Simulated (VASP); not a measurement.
Set up this calculation in VASP 6.6.1, as the native input.

* Task: single point
* Functional: PBE
* Potentials or basis: VASP PAW PBE potentials, release 64 (Al)
* Cutoff: 500 eV
* k mesh: 16 × 16 × 16
* Occupations: gaussian, width 0.1 eV
* Spin: no spin polarisation
* Dipole correction: no
* Further INCAR settings: ALGO = Normal; EDIFF = 1e-06; NBANDS = 8

The structure of Al lies in POSCAR:

```
Al
1.0
    2.6969661900      0.0000000000      0.0000000000
    1.3484830950      2.3356412337      0.0000000000
    1.3484830950      0.7785470779      2.2020636730
Al
1
Direct
    0.0000000000      0.0000000000      0.0000000000
```

These files were run (other wordings do the same):

INCAR

```
SYSTEM = Al
PREC     = Accurate       ! precision mode
ENCUT    = 500            ! plane-wave cutoff, eV
EDIFF    = 1E-6           ! SCF threshold, eV
ISMEAR   = 0              ! smearing method
SIGMA    = 0.1            ! smearing width, eV
LREAL    = .FALSE.        ! projectors in reciprocal space
LASPH    = .TRUE.         ! aspherical terms in the spheres
NELM     = 120            ! most SCF steps
ALGO     = Normal         ! electronic algorithm
ISIF     = 2              ! what is computed and relaxed
LWAVE    = .FALSE.        ! write WAVECAR
LCHARG   = .TRUE.         ! write CHGCAR
GGA      = PE             ! functional
LELF     = .TRUE.         ! ELF
LVHAR    = .TRUE.       
NBANDS   = 8              ! bands
GGA_COMPAT= .FALSE.
```

KPOINTS

```
regular mesh
0
G
  16 16 16
  0 0 0
```

Potentials or basis: VASP PAW PBE potentials, release 64 (Al).

Launch:

```bash
$ cat potpaw_PBE.64/Al/POTCAR > POTCAR
$ mpirun -np 1 vasp_std > vasp.out
```

It gave:

```yaml
Pressure: 20.0 GPa
```

Run time: 8.4 s on 1 thread of Intel(R) Xeon(R) Platinum 8488C (Sapphire Rapids) (shared host), peak memory 0.12 GiB.
